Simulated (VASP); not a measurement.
Input of a VASP 6.6.1 run:

The input INCAR:

```
SYSTEM = P
ALGO = Normal ; DIPOL = 0.5 0.5 0.288
EDIFF = 1E-6 ; ENCUT = 520
GGA = PE ; IDIPOL = 3
ISIF = 2 ; ISMEAR = 0
IVDW = 12 ; LASPH = .TRUE.
LCHARG = .FALSE. ; LDIPOL = .TRUE.
LREAL = .FALSE. ; LWAVE = .FALSE.
NBANDS = 30 ; NELM = 100
PREC = Accurate ; SIGMA = 0.1
```

KPOINTS

```
k-points
0
G
  6 6 1
  0 0 0
```

POSCAR

```
P
1.0
    6.5294065945      0.0797982658      0.0000000000
   -1.5977975503      2.8188889561      0.0000000000
    0.0000000000      0.0000000000     34.6790344000
P
8
Direct
    0.3473606473      0.4181071555      0.2394271621
    0.8156785930      0.3005760379      0.2434517194
    0.1869274164      0.6875280681      0.1950920817
    0.6660607154      0.6457184270      0.2069768001
    0.1984927752      0.7285709792      0.3686523580
    0.6564043975      0.6221778881      0.3794896705
    0.4680562227     -0.0952882769      0.3337491099
   -0.0056474343      0.0259430545      0.3400304038
```

Potentials or basis: VASP PAW PBE potentials, release 64 (P).

Command:

```console
$ cat potpaw_PBE.64/P/POTCAR > POTCAR
$ mpirun -np 1 vasp_std > vasp.out
```

(1) What does it give for the band gap on the k mesh?

(2) What does it give for the dispersion energy per atom?

(3) Predict the largest force.

## Answers

(1) 0.02 eV (least direct gap 0.85 eV).

(2) -0.259 eV.

(3) 4.643 eV/Å.

Caveat: the smearing spreads over this small gap.
